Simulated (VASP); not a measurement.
# BP (rocksalt type) (Fm-3m) in VASP: notebook

BP (rocksalt type) is run at these levels: PBEsol; tasks: single point, relaxation of cell and atoms.

All numbers are computed with VASP 6.6.1; they aren't measurements. Logs are shortened: lines on timing, memory, paths and dates and some standing lists are left out, and cuts for length are marked.

**1. The cell of the first run**

Symmetry: Fm-3m, No. 225, cubic system. The conventional cell has a = 4.290 Å, b = 4.290 Å, c = 4.290 Å, α = 90.00°, β = 90.00°, γ = 90.00°. B (site symmetry m-3m) has 6 P at 2.14 Å within 2.8 Å. Within 2.8 Å of P (site symmetry m-3m) lie 6 B at 2.14 Å.

**2. Single point, PBEsol**

Input file INCAR:

```
  PREC = Accurate
  ENCUT = 520
  EDIFF = 1E-7
  ISMEAR = -1
  SIGMA = 0.1
  LREAL = False
  LASPH = True
  NELM = 80
  ALGO = Normal
  ISIF = 2
  LWAVE = False
  LCHARG = False
  GGA = PS
  NBANDS = 11
```

Input file KPOINTS:

```
regular mesh
0
Gamma
  15 15 15
```

Input file POSCAR:

```
BP
1.0
    0.0000000000      2.1449541079      2.1449541079
    2.1449541079      0.0000000000      2.1449541079
    2.1449541079      2.1449541079      0.0000000000
B P
1 1
Direct
    0.0000000000      0.0000000000      0.0000000000
    0.5000000000      0.5000000000      0.5000000000
```

Potentials or basis: VASP PAW PBE potentials, release 64 (B, P).

The run is started by

```bash
cat potpaw_PBE.64/B/POTCAR potpaw_PBE.64/P/POTCAR > POTCAR
mpirun -np 1 vasp_std > vasp.out
```

OUTCAR:

```text
PREC = Accurate
   ENCUT = 520
   EDIFF = 1E-7
   ISMEAR = -1
   LREAL = False
   LASPH = True
   NELM = 80
   ISIF = 2
   GGA = PS

 ion  position               nearest neighbor table
   1  0.000  0.000  0.000-   2 2.14   2 2.14   2 2.14   2 2.14   2 2.14   2 2.14
   2  0.500  0.500  0.500-   1 2.14   1 2.14   1 2.14   1 2.14   1 2.14   1 2.14

  LATTYP: Found a face centered cubic cell.
 ALAT       =     4.2899082158

  Lattice vectors:

 A1 = (   0.0000000000,   2.1449541079,   2.1449541079)
 A2 = (   2.1449541079,   0.0000000000,   2.1449541079)
 A3 = (   2.1449541079,   2.1449541079,   0.0000000000)

Analysis of symmetry for initial positions (statically):
=====================================================================
 Subroutine PRICEL returns:
 Original cell was already a primitive cell.

 Routine SETGRP: Setting up the symmetry group for a
 face centered cubic supercell.

 Subroutine GETGRP returns: Found 48 space group operations
 (whereof 48 operations were pure point group operations)
 out of a pool of 48 trial point group operations.

The static configuration has the point symmetry O_h .

Analysis of symmetry for dynamics (positions and initial velocities):
=====================================================================
 Subroutine PRICEL returns:
 Original cell was already a primitive cell.

 Routine SETGRP: Setting up the symmetry group for a
 face centered cubic supercell.

 Subroutine GETGRP returns: Found 48 space group operations
 (whereof 48 operations were pure point group operations)
 out of a pool of 48 trial point group operations.

The dynamic configuration has the point symmetry O_h .

 Subroutine INISYM returns: Found 48 space group operations
 (whereof 48 operations are pure point group operations),
 and found     1 'primitive' translations

----------------------------------------------------------------------------------------

                                     Primitive cell

  volume of cell :      19.7371

  direct lattice vectors                    reciprocal lattice vectors
     0.000000000  2.144954108  2.144954108    -0.233105220  0.233105220  0.233105220
     2.144954108  0.000000000  2.144954108     0.233105220 -0.233105220  0.233105220
     2.144954108  2.144954108  0.000000000     0.233105220  0.233105220 -0.233105220

  length of vectors
     3.033423190  3.033423190  3.033423190     0.403750085  0.403750085  0.403750085

  position of ions in fractional coordinates (direct lattice)
     0.000000000  0.000000000  0.000000000
     0.500000000  0.500000000  0.500000000

  ion indices of the primitive-cell ions
   primitive index   ion index
                 1           1
                 2           2

----------------------------------------------------------------------------------------

 KPOINTS: regular mesh

Automatic generation of k-mesh.
 Grid dimensions read from file:
 generate k-points for:   15   15   15

 Generating k-lattice:

  Cartesian coordinates                     Fractional coordinates (reciprocal lattice)
    -0.015540348  0.015540348  0.015540348     0.066666667  0.000000000  0.000000000
     0.015540348 -0.015540348  0.015540348     0.000000000  0.066666667  0.000000000
     0.015540348  0.015540348 -0.015540348     0.000000000  0.000000000  0.066666667

  Length of vectors
     0.026916672  0.026916672  0.026916672

  Shift w.r.t. Gamma in fractional coordinates (k-lattice)
     0.000000000  0.000000000  0.000000000

 Subroutine IBZKPT returns following result:
 ===========================================

 Found    120 irreducible k-points:

 Following reciprocal coordinates:
            Coordinates               Weight
  0.000000  0.000000  0.000000      1.000000
  0.066667  0.000000  0.000000      8.000000
  0.133333  0.000000  0.000000      8.000000
  0.200000  0.000000  0.000000      8.000000
  0.266667  0.000000  0.000000      8.000000
  0.333333  0.000000  0.000000      8.000000
[... 16 lines left out ...]
  0.133333  0.133333  0.000000      6.000000
  0.200000  0.133333  0.000000     24.000000
 [... further k-points ...]
   k-points           NKPTS =    120   k-points in BZ     NKDIM =    120   number of bands    NBANDS=     11
   number of dos      NEDOS =    301   number of ions     NIONS =      2
   total plane-waves  NPLWV =  13824
   dimension x,y,z NGX =    24 NGY =   24 NGZ =   24
   dimension x,y,z NGXF=    48 NGYF=   48 NGZF=   48
   ions per type =               1   1
   NGX,Y,Z   is equivalent  to a cutoff of  13.15, 13.15, 13.15 a.u.
   NGXF,Y,Z  is equivalent  to a cutoff of  26.31, 26.31, 26.31 a.u.
 SYSTEM =  unknown system
   PREC   = accura    normal or accurate (medium, high low for compatibility)
   ISTART =      0    job   : 0-new  1-cont  2-samecut
   ICHARG =      2    charge: 1-file 2-atom 10-const
   ISPIN  =      1    spin polarized calculation?
   LNONCOLLINEAR =      F non collinear calculations
   LSORBIT =      F    spin-orbit coupling
   LASPH  =      T    aspherical Exc in radial PAW
   ENCUT  =  520.0 eV  38.22 Ry    6.18 a.u.   5.64  5.64  5.64*2*pi/ulx,y,z
   NELM   =     80;   NELMIN=  2; NELMDL= -5     # of ELM steps
   EDIFF  = 0.1E-06   stopping-criterion for ELM
   LREAL  =      F    real-space projection
   EDIFFG = 0.1E-05   stopping-criterion for IOM
   NSW    =      0    number of steps for IOM
   IBRION =     -1    ionic relax: 0-MD 1-quasi-New 2-CG
   NFREE  =      0    steps in history (QN), initial steepest desc. (CG)
   ISIF   =      2    stress and relaxation
   ISYM   =      2    0-nonsym 1-usesym 2-fastsym
   POTIM  = 0.5000    time-step for ionic-motion
   TEBEG  =    0.0;   TEEND  =   0.0 temperature during run
   PSTRESS=    0.0 pullay stress
   NELECT =       8.0000    total number of electrons
   NUPDOWN=      -1.0000    fix difference up-down
   EMIN   =  10.00;   EMAX   =-10.00  energy-range for DOS
   EFERMI =   0.00;   METHOD = LEGACY
   ISMEAR =    -1;   SIGMA  =   0.10  broadening in eV -4-tet -1-fermi 0-gaus
   EFERMI_NEDOS =   21; number of points for ismear=-14 and -15
   IALGO  =     38    algorithm
   IMIX   =      4    mixing-type and parameters
     AMIX     =   0.40;   BMIX     =  1.00
     AMIX_MAG =   1.60;   BMIX_MAG =  1.00
  volume/ion in A,a.u.               =       9.87        66.60
  Fermi-wavevector in a.u.,A,eV,Ry     =   1.211556  2.289509 19.971556  1.467868
  Thomas-Fermi vector in A             =   2.347068
   LORBIT       =      0    0 simple, 1 ext, 2 COOP (PROOUT), +10 PAW based schemes
   GGA     = PS    functional components
   LHFCALC =     F    Hartree Fock is set to
   AEXX    =    0.0000 exact exchange contribution
   IVDW    =     0    specifies the selected vdW correction
   LEPSILON=     F    determine dielectric tensor
   LRPA    =     F    only Hartree local field effects (RPA)
 non-spin polarized calculation
  energy-cutoff  :      520.00
  volume of cell :       19.74
 maximum number of plane-waves:       544
   NGX = 11   NGY = 11   NGZ = 11

 number of electron       8.0000000 magnetization

 Free energy of the ion-electron system (eV)
  ---------------------------------------------------
  ext. energy  EPLUGINS =         0.00000000
  ---------------------------------------------------
  free energy    TOTEN  =       -11.71514330 eV

  energy without entropy =      -11.68913130  energy(sigma->0) =      -11.70213730

 E-fermi :   9.9668     XC(G=0): -12.0971

 val. band max:        9.9575018765   @ k =   0.0667   0.0000   0.0000
 cond. band min:       9.9721652118   @ k =   0.1333   0.0667   0.0000
 fundamental gap:      0.0146633353
 Fermi energy:         9.9667696076

 k-point     1 :       0.0000    0.0000    0.0000
  band No.  band energies     occupation
      1      -7.1918      2.00000
      2       9.9906      0.88147
      3       9.9906      0.88147
      4       9.9906      0.88147
      5      16.8832      0.00000
      6      17.8310      0.00000
      7      17.8310      0.00000
      8      17.8310      0.00000
      9      18.7289      0.00000
     10      18.7289      0.00000
     11      18.7289      0.00000

 k-point     2 :       0.0667    0.0000    0.0000
  band No.  band energies     occupation
      1      -7.0956      2.00000
      2       9.3618      1.99529
      3       9.9575      1.04631
      4       9.9575      1.04631
      5      16.9741      0.00000
      6      17.9281      0.00000
      7      17.9281      0.00000
      8      17.9743      0.00000
      9      18.0585      0.00000
     10      18.0585      0.00000
     11      18.6865      0.00000

 k-point     3 :       0.1333    0.0000    0.0000
  band No.  band energies     occupation
      1      -6.8077      2.00000
      2       7.8757      2.00000
      3       9.8817      1.40141
      4       9.8817      1.40141
      5      16.5388      0.00000
      6      16.5388      0.00000
      7      16.6946      0.00000
      8      18.2989      0.00000
      9      18.7151      0.00000
     10      18.7151      0.00000
     11      19.0496      0.00000

 k-point     4 :       0.2000    0.0000    0.0000
  band No.  band energies     occupation
      1      -6.3301      2.00000
      2       6.0644      2.00000
      3       9.8165      1.63598
      4       9.8165      1.63598
      5      15.1667      0.00000
      6      15.1667      0.00000
      7      16.2394      0.00000
      8      18.0674      0.00000
      9      19.7416      0.00000
     10      19.7416      0.00000
     11      20.2281      0.00000
[... 239 lines left out ...]
 k-point    22 :      -0.0667    0.0667    0.0000
  band No.  band energies     occupation
      1      -6.9355      2.00000
      2       8.7871      1.99998
      3       9.2578      1.99833
      4      10.2395      0.12275
      5      16.4296      0.00000
      6      16.9294      0.00000
      7      17.7373      0.00000
      8      17.7750      0.00000
      9      18.1055      0.00000
     10      18.9340      0.00000
     11      19.2383      0.00000

 k-point    23 :       0.1333    0.1333    0.0000
  band No.  band energies     occupation
      1      -6.6791      2.00000
      2       8.8024      1.99998
      3       8.8024      1.99998
      4       9.2692      1.99813
      5      13.8053      0.00000
      6      16.1623      0.00000
      7      18.2872      0.00000
      8      19.1351      0.00000
      9      19.1351      0.00000
     10      20.0237      0.00000
     11      20.0237      0.00000

 k-point    24 :       0.2000    0.1333    0.0000
  band No.  band energies     occupation
      1      -6.3279      2.00000
      2       7.4561      2.00000
      3       8.3966      2.00000
      4       9.5590      1.96666
      5      12.3933      0.00000
      6      15.9029      0.00000
      7      18.5536      0.00000
      8      18.5557      0.00000
      9      19.2535      0.00000
     10      21.1130      0.00000
     11      21.2284      0.00000

 [... further k-points ...]
[... 5 lines left out ...]
  --------------------------------------------------------------------------------------
  -------------------------------------------------------------------------------------
  Total        0.0223712      0.0223712      0.0223712      0.0000000      0.0000000     -0.0000000
  in kB        1.8160027      1.8160027      1.8160027      0.0000000      0.0000000     -0.0000000
  external PRESSURE =       1.8160027 kB  Pullay stress =       0.0000000 kB

 VOLUME and BASIS-vectors are now :
 -----------------------------------------------------------------------------
  energy-cutoff  :      520.00
  volume of cell :       19.74
      direct lattice vectors                 reciprocal lattice vectors
     0.000000000  2.144954108  2.144954108    -0.233105220  0.233105220  0.233105220
     2.144954108  0.000000000  2.144954108     0.233105220 -0.233105220  0.233105220
     2.144954108  2.144954108  0.000000000     0.233105220  0.233105220 -0.233105220

 POSITION                                       TOTAL-FORCE (eV/Angst)
 -----------------------------------------------------------------------------------
      0.00000      0.00000      0.00000        -0.000000     -0.000000     -0.000000
      2.14495      2.14495      2.14495         0.000000      0.000000      0.000000
 -----------------------------------------------------------------------------------
    total drift:                                0.000000     -0.000000     -0.000000

  FREE ENERGIE OF THE ION-ELECTRON SYSTEM (eV)
  ---------------------------------------------------
  free  energy   TOTEN  =       -11.7151432950 eV

  energy  without entropy=      -11.6891313047  energy(sigma->0) =      -11.70213730
```

It took 11 s on 1 thread of Intel Xeon 6975P-C, shared host; peak memory 0.15 GiB.

What came out:

```
Free energy            : -11.7151 eV
Pressure               : 0.2 GPa
Band gap on the k mesh : zero (band 4 reaches 11.38 eV, above the bottom of band 5 at 7.27 eV)
```

Levels at points of the mesh, in eV from the Fermi level:
```tsv
k point	band 2	band 3	band 4	band 5	band 6	band 7
(0.00, 0.00, 0.00)	0.02	0.02	0.02	6.92	7.86	7.86
```

Caveat: the PAW data sets were made with another functional, which shifts forces and pressure a little.

**3. Relaxation of cell and atoms, PBEsol**

This run uses another cell than the first one, of 10.00 Å³/atom, 1.013 times its volume.

Input file INCAR:

```
SYSTEM = BP
  PREC = Accurate
  ENCUT = 600
  EDIFF = 1E-6
  ISMEAR = -1
  SIGMA = 0.1
  LREAL = .False.
  LASPH = .True.
  NELM = 60
  ALGO = Normal
  ISIF = 3
  LWAVE = .False.
  LCHARG = .False.
  GGA = PS
  IBRION = 2
  NSW = 60
  EDIFFG = -0.005
```

Input file KPOINTS:

```
regular mesh
0
Gamma
  15 15 15
  0 0 0
```

Input file POSCAR:

```
BP
1.0
    0.0000000000      2.1544346900      2.1544346900
    2.1544346900      0.0000000000      2.1544346900
    2.1544346900      2.1544346900      0.0000000000
B P
1 1
Direct
    0.0000000000      0.0000000000      0.0000000000
    0.5000000000      0.5000000000      0.5000000000
```

Potentials or basis: VASP PAW PBE potentials, release 64 (B, P).

The run is started by

```bash
cat potpaw_PBE.64/B/POTCAR potpaw_PBE.64/P/POTCAR > POTCAR
mpirun -np 1 vasp_std > vasp.out
```

Run time: 20 s. Hardware: 1 thread of Intel Xeon 6975P-C, shared host; peak memory 0.15 GiB.

Results (log left out):

```
Free energy                            : -11.7163 eV
Relaxed volume                         : 9.88 Å³/atom
Relaxed cell                           : a = 3.034 Å, b = 3.034 Å, c = 3.034 Å, α = 60.00°, β = 60.00°, γ = 60.00°
Space group after relaxing (to 0.05 Å) : Fm-3m (No. 225)
Energy gained by relaxing              : 0.8 meV/atom
Ionic steps                            : 3
Pressure after relaxing                : 0.0 GPa
Band gap on the k mesh                 : zero (band 4 reaches 11.37 eV, above the bottom of band 5 at 7.25 eV)
```

The path:
```csv
step,energy change (eV),largest force (eV/Å),pressure (GPa),volume (Å³)
1,0.0000,0.0000,-1.99,20.00
2,-0.0012,0.0000,1.01,19.64
3,-0.0015,0.0000,0.00,19.76
```

Final structure:
```yaml
crystal:
  lattice:
    - [0.00000, 2.14571, 2.14571]
    - [2.14571, 0.00000, 2.14571]
    - [2.14571, 2.14571, 0.00000]
  atoms:
    - { symbol: B, position: [0.00000, 0.00000, 0.00000] }
    - { symbol: P, position: [0.50000, 0.50000, 0.50000] }
```

Levels at points of the mesh, in eV from the Fermi level:
```tsv
k point	band 1	band 2	band 3	band 4	band 5	band 6	band 7	band 8
(0.00, 0.00, 0.00)	-17.15	0.02	0.02	0.02	6.90	7.87	7.87	7.87
```

Caveat: the PAW data sets were made with another functional, which shifts forces and pressure a little.
